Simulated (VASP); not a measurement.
# PrScO (P4/mmm) in VASP: notebook

Runs on PrScO. Level: PBE. Tasks: relaxation of shape and atoms at fixed volume, single point.

Program: VASP 6.6.1. These are calculated values, not measurements. Logs are shortened: lines on timing, memory, paths and dates and some standing lists are left out, and cuts for length are marked.

## (1) The cell of the first run

Symmetry: P4/mmm, No. 123, tetragonal system. Conventional cell: a = 3.756 Å, b = 3.756 Å, c = 4.264 Å, α = 90.00°, β = 90.00°, γ = 90.00°. Within 3.5 Å of Pr (site symmetry 4/mmm) lie 4 O at 2.66 Å and 8 Sc at 3.41 Å. Sc (site symmetry 4/mmm) has 2 O at 2.13 Å within 2.8 Å. O (site symmetry 4/mmm) has 2 Sc at 2.13 Å and 4 Pr at 2.66 Å within 2.8 Å.

## (2) Relaxation of shape and atoms at fixed volume, PBE (20.05 Å³/atom)

The input, INCAR:

```
PREC     = Accurate       # precision mode
ENCUT    = 600            # plane-wave cutoff, eV
EDIFF    = 1E-7           # SCF threshold, eV
ISMEAR   = 0              # smearing method
SIGMA    = 0.1            # smearing width, eV
LREAL    = False          # projectors in reciprocal space
LASPH    = True           # aspherical terms in the spheres
NELM     = 200            # most SCF steps
ALGO     = Normal         # electronic algorithm
ISIF     = 4              # what is computed and relaxed
LWAVE    = False          # write WAVECAR
LCHARG   = False          # write CHGCAR
GGA      = PE             # functional
IBRION   = 2              # ionic algorithm
NSW      = 50             # ionic steps
EDIFFG   = -0.01          # ionic threshold
GGA_COMPAT= False        
NELMIN   = 4            
LMAXMIX  = 6              # l up to which the mixer works
```

The input, KPOINTS:

```
regular mesh
0
Gamma
  10 10 8
```

The input, POSCAR:

```
PrScO
1.0
    3.7555398845      0.0000000000      0.0000000000
    0.0000000000      3.7555398845      0.0000000000
    0.0000000000      0.0000000000      4.2638874383
Pr Sc O
1 1 1
Direct
    0.0000000000      0.0000000000      0.5000000000
    0.5000000000      0.5000000000      0.0000000000
    0.5000000000      0.5000000000      0.5000000000
```

Potentials or basis: VASP PAW PBE potentials, release 64 (Pr_3, Sc_sv, O), 4f in core.

The run is started by

```console
$ cat potpaw_PBE.64/Pr_3/POTCAR potpaw_PBE.64/Sc_sv/POTCAR potpaw_PBE.64/O/POTCAR > POTCAR
$ mpirun -np 1 vasp_std > vasp.out
```

OUTCAR:

```text
PREC = Accurate
   ENCUT = 600
   EDIFF = 1E-7
   ISMEAR = 0
   LREAL = False
   LASPH = True
   NELM = 200
   ISIF = 4
   GGA = PE
   IBRION = 2
   NSW = 50
   EDIFFG = -0.01
   NELMIN = 4

 ion  position               nearest neighbor table
   1  0.000  0.000  0.500-   3 2.66   3 2.66   3 2.66   3 2.66   2 3.41   2 3.41   2 3.41   2 3.41
                             2 3.41   2 3.41   2 3.41   2 3.41
   2  0.500  0.500  0.000-   3 2.13   3 2.13   1 3.41   1 3.41   1 3.41   1 3.41   1 3.41   1 3.41
                             1 3.41   1 3.41
   3  0.500  0.500  0.500-   2 2.13   2 2.13   1 2.66   1 2.66   1 2.66   1 2.66

  LATTYP: Found a simple tetragonal cell.
 ALAT       =     3.7555398845
 C/A-ratio  =     1.1353593809

  Lattice vectors:

 A1 = (   3.7555398845,   0.0000000000,   0.0000000000)
 A2 = (   0.0000000000,   3.7555398845,   0.0000000000)
 A3 = (   0.0000000000,   0.0000000000,   4.2638874383)

Analysis of symmetry for initial positions (statically):
=====================================================================
 Subroutine PRICEL returns:
 Original cell was already a primitive cell.

 Routine SETGRP: Setting up the symmetry group for a
 simple tetragonal supercell.

 Subroutine GETGRP returns: Found 16 space group operations
 (whereof 16 operations were pure point group operations)
 out of a pool of 16 trial point group operations.

The static configuration has the point symmetry D_4h.

Analysis of symmetry for dynamics (positions and initial velocities):
=====================================================================
 Subroutine PRICEL returns:
 Original cell was already a primitive cell.

 Routine SETGRP: Setting up the symmetry group for a
 simple tetragonal supercell.

 Subroutine GETGRP returns: Found 16 space group operations
 (whereof 16 operations were pure point group operations)
 out of a pool of 16 trial point group operations.

The dynamic configuration has the point symmetry D_4h.

 Subroutine INISYM returns: Found 16 space group operations
 (whereof 16 operations are pure point group operations),
 and found     1 'primitive' translations

----------------------------------------------------------------------------------------

                                     Primitive cell

  volume of cell :      60.1382

  direct lattice vectors                    reciprocal lattice vectors
     3.755539885  0.000000000  0.000000000     0.266273300  0.000000000  0.000000000
     0.000000000  3.755539885  0.000000000     0.000000000  0.266273300  0.000000000
     0.000000000  0.000000000  4.263887438     0.000000000  0.000000000  0.234527767

  length of vectors
     3.755539885  3.755539885  4.263887438     0.266273300  0.266273300  0.234527767

  position of ions in fractional coordinates (direct lattice)
     0.000000000  0.000000000  0.500000000
     0.500000000  0.500000000  0.000000000
     0.500000000  0.500000000  0.500000000

  ion indices of the primitive-cell ions
   primitive index   ion index
                 1           1
                 2           2
                 3           3

----------------------------------------------------------------------------------------

 KPOINTS: regular mesh

Automatic generation of k-mesh.
 Grid dimensions read from file:
 generate k-points for:   10   10    8

 Generating k-lattice:

  Cartesian coordinates                     Fractional coordinates (reciprocal lattice)
     0.026627330  0.000000000  0.000000000     0.100000000  0.000000000  0.000000000
     0.000000000  0.026627330  0.000000000     0.000000000  0.100000000  0.000000000
     0.000000000  0.000000000  0.029315971     0.000000000  0.000000000  0.125000000

  Length of vectors
     0.026627330  0.026627330  0.029315971

  Shift w.r.t. Gamma in fractional coordinates (k-lattice)
     0.000000000  0.000000000  0.000000000

 Subroutine IBZKPT returns following result:
 ===========================================

 Found    105 irreducible k-points:

 Following reciprocal coordinates:
            Coordinates               Weight
  0.000000  0.000000  0.000000      1.000000
  0.100000  0.000000  0.000000      4.000000
  0.200000  0.000000  0.000000      4.000000
  0.300000  0.000000  0.000000      4.000000
  0.400000  0.000000  0.000000      4.000000
  0.500000  0.000000  0.000000      2.000000
[... 16 lines left out ...]
  0.100000  0.000000  0.125000      8.000000
  0.200000  0.000000  0.125000      8.000000
 [... further k-points ...]
   k-points           NKPTS =    105   k-points in BZ     NKDIM =    105   number of bands    NBANDS=     18
   number of dos      NEDOS =    301   number of ions     NIONS =      3
   total plane-waves  NPLWV =  32400
   dimension x,y,z NGX =    30 NGY =   30 NGZ =   36
   dimension x,y,z NGXF=    60 NGYF=   60 NGZF=   72
   ions per type =               1   1   1
   NGX,Y,Z   is equivalent  to a cutoff of  13.28, 13.28, 14.04 a.u.
   NGXF,Y,Z  is equivalent  to a cutoff of  26.56, 26.56, 28.07 a.u.
 SYSTEM =  unknown system
   PREC   = accura    normal or accurate (medium, high low for compatibility)
   ISTART =      0    job   : 0-new  1-cont  2-samecut
   ICHARG =      2    charge: 1-file 2-atom 10-const
   ISPIN  =      1    spin polarized calculation?
   LNONCOLLINEAR =      F non collinear calculations
   LSORBIT =      F    spin-orbit coupling
   LASPH  =      T    aspherical Exc in radial PAW
   ENCUT  =  600.0 eV  44.10 Ry    6.64 a.u.   7.50  7.50  8.52*2*pi/ulx,y,z
   NELM   =    200;   NELMIN=  4; NELMDL= -5     # of ELM steps
   EDIFF  = 0.1E-06   stopping-criterion for ELM
   LREAL  =      F    real-space projection
   EDIFFG = -.1E-01   stopping-criterion for IOM
   NSW    =     50    number of steps for IOM
   IBRION =      2    ionic relax: 0-MD 1-quasi-New 2-CG
   NFREE  =      1    steps in history (QN), initial steepest desc. (CG)
   ISIF   =      4    stress and relaxation
   ISYM   =      2    0-nonsym 1-usesym 2-fastsym
   POTIM  = 0.5000    time-step for ionic-motion
   TEBEG  =    0.0;   TEEND  =   0.0 temperature during run
   PSTRESS=    0.0 pullay stress
   NELECT =      28.0000    total number of electrons
   NUPDOWN=      -1.0000    fix difference up-down
   EMIN   =  10.00;   EMAX   =-10.00  energy-range for DOS
   EFERMI =   0.00;   METHOD = LEGACY
   ISMEAR =     0;   SIGMA  =   0.10  broadening in eV -4-tet -1-fermi 0-gaus
   EFERMI_NEDOS =   21; number of points for ismear=-14 and -15
   IALGO  =     38    algorithm
   IMIX   =      4    mixing-type and parameters
     AMIX     =   0.40;   BMIX     =  1.00
     AMIX_MAG =   1.60;   BMIX_MAG =  1.00
  volume/ion in A,a.u.               =      20.05       135.28
  Fermi-wavevector in a.u.,A,eV,Ry     =   1.268851  2.397781 21.905152  1.609983
  Thomas-Fermi vector in A             =   2.401924
   LORBIT       =      0    0 simple, 1 ext, 2 COOP (PROOUT), +10 PAW based schemes
   GGA     = PE    functional components
   LHFCALC =     F    Hartree Fock is set to
   AEXX    =    0.0000 exact exchange contribution
   IVDW    =     0    specifies the selected vdW correction
   LEPSILON=     F    determine dielectric tensor
   LRPA    =     F    only Hartree local field effects (RPA)
 conjugate gradient relaxation of ions
 non-spin polarized calculation
 Gauss-broadening in eV      SIGMA  =   0.10
  energy-cutoff  :      600.00
  volume of cell :       60.14
 maximum number of plane-waves:      2034
   NGX = 15   NGY = 15   NGZ = 17

--------------------------------------- Ionic step        1  -------------------------------------------

 number of electron      28.0000006 magnetization

 Free energy of the ion-electron system (eV)
  ---------------------------------------------------
  ext. energy  EPLUGINS =         0.00000000
  ---------------------------------------------------
  free energy    TOTEN  =       -21.86984467 eV

  energy without entropy =      -21.86469664  energy(sigma->0) =      -21.86727065

------------------------ aborting loop because EDIFF is reached ----------------------------------------

  FORCE on cell =-STRESS in cart. coord.  units (eV):
  Direction    XX          YY          ZZ          XY          YZ          ZX
  --------------------------------------------------------------------------------------
  -------------------------------------------------------------------------------------
  Total       -0.8384117     -0.8384117     -0.9930811      0.0000000      0.0000000      0.0000000
  in kB      -22.3366178    -22.3366178    -26.4572559      0.0000000      0.0000000      0.0000000
  external PRESSURE =     -23.7101638 kB  Pullay stress =       0.0000000 kB

 VOLUME and BASIS-vectors are now :
 -----------------------------------------------------------------------------
  energy-cutoff  :      600.00
  volume of cell :       60.14
      direct lattice vectors                 reciprocal lattice vectors
     3.755539885  0.000000000  0.000000000     0.266273300  0.000000000  0.000000000
     0.000000000  3.755539885  0.000000000     0.000000000  0.266273300  0.000000000
     0.000000000  0.000000000  4.263887438     0.000000000  0.000000000  0.234527767

 POSITION                                       TOTAL-FORCE (eV/Angst)
 -----------------------------------------------------------------------------------
      0.00000      0.00000      2.13194         0.000000      0.000000      0.000000
      1.87777      1.87777      0.00000         0.000000      0.000000      0.000000
      1.87777      1.87777      2.13194         0.000000      0.000000      0.000000
 -----------------------------------------------------------------------------------
    total drift:                                0.000000      0.000000     -0.000000

  FREE ENERGIE OF THE ION-ELECTRON SYSTEM (eV)
  ---------------------------------------------------
  free  energy   TOTEN  =       -21.8698446701 eV

  energy  without entropy=      -21.8646966394  energy(sigma->0) =      -21.86727065

--------------------------------------- Ionic step        2  -------------------------------------------

 number of electron      28.0000006 magnetization

 Free energy of the ion-electron system (eV)
  ---------------------------------------------------
  ext. energy  EPLUGINS =         0.00000000
  ---------------------------------------------------
  free energy    TOTEN  =       -21.86998923 eV

  energy without entropy =      -21.86495603  energy(sigma->0) =      -21.86747263

 E-fermi :   4.7297     XC(G=0): -10.4162

 val. band max:        4.6866214039   @ k =   0.1000   0.1000   0.5000
 cond. band min:       4.7623067494   @ k =   0.3000   0.3000   0.2500
 fundamental gap:      0.0756853456
 Fermi energy:         4.7297004402

 k-point     1 :       0.0000    0.0000    0.0000
  band No.  band energies     occupation
      1     -44.9281      2.00000
      2     -31.6747      2.00000
      3     -23.6373      2.00000
      4     -23.5491      2.00000
      5     -23.5491      2.00000
      6     -14.7222      2.00000
[... 10 lines left out ...]
     17       6.4870      0.00000
     18       6.5278      0.00000

 k-point     2 :       0.1000    0.0000    0.0000
  band No.  band energies     occupation
      1     -44.9277      2.00000
      2     -31.6703      2.00000
      3     -23.6366      2.00000
      4     -23.5536      2.00000
      5     -23.5486      2.00000
      6     -14.8731      2.00000
[... 10 lines left out ...]
     17       6.5234      0.00000
     18       6.7107      0.00000
[... 442 lines left out ...]
 k-point    24 :       0.2000    0.0000    0.1250
  band No.  band energies     occupation
      1     -44.9266      2.00000
      2     -31.6580      2.00000
      3     -23.6522      2.00000
      4     -23.5652      2.00000
      5     -23.5466      2.00000
      6     -15.1186      2.00000
[... 10 lines left out ...]
     17       6.6254      0.00000
     18       6.8741      0.00000

 [... further k-points ...]
[... 5 lines left out ...]
  --------------------------------------------------------------------------------------
  -------------------------------------------------------------------------------------
  Total       -0.8574749     -0.8574749     -0.8756349      0.0000000      0.0000000      0.0000000
  in kB      -22.8444912    -22.8444912    -23.3283046      0.0000000      0.0000000      0.0000000
  external PRESSURE =     -23.0057623 kB  Pullay stress =       0.0000000 kB

 VOLUME and BASIS-vectors are now :
 -----------------------------------------------------------------------------
  energy-cutoff  :      600.00
  volume of cell :       60.14
      direct lattice vectors                 reciprocal lattice vectors
     3.758656088  0.000000000  0.000000000     0.266052540 -0.000000000 -0.000000000
     0.000000000  3.758656088 -0.000000000     0.000000000  0.266052540  0.000000000
     0.000000000  0.000000000  4.256820213     0.000000000  0.000000000  0.234917133

 POSITION                                       TOTAL-FORCE (eV/Angst)
 -----------------------------------------------------------------------------------
      0.00000      0.00000      2.12841         0.000000      0.000000      0.000000
      1.87933      1.87933     -0.00000        -0.000000      0.000000      0.000000
      1.87933      1.87933      2.12841         0.000000      0.000000      0.000000
 -----------------------------------------------------------------------------------
    total drift:                                0.000000      0.000000     -0.000000

  FREE ENERGIE OF THE ION-ELECTRON SYSTEM (eV)
  ---------------------------------------------------
  free  energy   TOTEN  =       -21.8699892345 eV

  energy  without entropy=      -21.8649560297  energy(sigma->0) =      -21.86747263

 reached required accuracy - stopping structural energy minimisation
```

It took 2.9 min on 1 thread of Intel Xeon Platinum 8259CL at 2.50GHz (Skylake/Cascade Lake), shared host; peak memory 0.31 GiB.

Results:

| Item | Value |
| --- | --- |
| Free energy | -21.8700 eV |
| Energy gained by relaxing | 0.0 meV/atom |
| Ionic steps | 2 |
| Pressure after relaxing | -2.3 GPa |
| Band gap on the k mesh | zero (bands 14 and 15 overlap by 1.32 eV) |

Step by step:
```
step  energy change (eV)  largest force (eV/Å)  pressure (GPa)  volume (Å³)
   1              0.0000                0.0000           -2.37        60.14
   2             -0.0001                0.0000           -2.30        60.14
```

Final structure:
```
Pr Sc O
1.0
     3.75866    0.00000    0.00000
     0.00000    3.75866    0.00000
     0.00000    0.00000    4.25682
Pr Sc O
1 1 1
Direct
  0.00000 0.00000 0.50000
  0.50000 0.50000 0.00000
  0.50000 0.50000 0.50000
```

Levels at points of the mesh, in eV from the Fermi level:
| k point | band 11 | band 12 | band 13 | band 14 | band 15 | band 16 | band 17 | band 18 |
| --- | --- | --- | --- | --- | --- | --- | --- | --- |
| (0.00, 0.00, 0.00) | -4.30 | -4.30 | -3.50 | -1.71 | 1.00 | 1.00 | 1.76 | 1.80 |
| (0.50, 0.00, 0.00) | -5.41 | -4.66 | -1.14 | -0.49 | 1.08 | 1.66 | 1.92 | 1.94 |
| (0.50, 0.50, 0.00) | -4.38 | -4.36 | -1.40 | -0.75 | -0.75 | 2.25 | 2.78 | 2.78 |
| (0.00, 0.00, 0.50) | -4.60 | -4.60 | -1.54 | -0.51 | 0.27 | 1.55 | 2.02 | 2.02 |
| (0.50, 0.00, 0.50) | -6.15 | -5.70 | -1.79 | 0.43 | 1.09 | 1.69 | 2.80 | 2.99 |
| (0.50, 0.50, 0.50) | -4.67 | -4.67 | -0.98 | -0.98 | 0.47 | 2.44 | 2.44 | 2.97 |

Caveat: spin-orbit coupling is left out, which moves the levels of the heavy elements; the 4f electrons are frozen in the core, so they carry no moment and show no levels; the run has no spin polarisation, though such a crystal can be magnetic. Spin polarisation is off, so any magnetic state and its effect on volume and gap are missing.

(Continued in part 2 of 2.)

The gap in the log of VASP goes by the Fermi energy; the results here count the filled bands.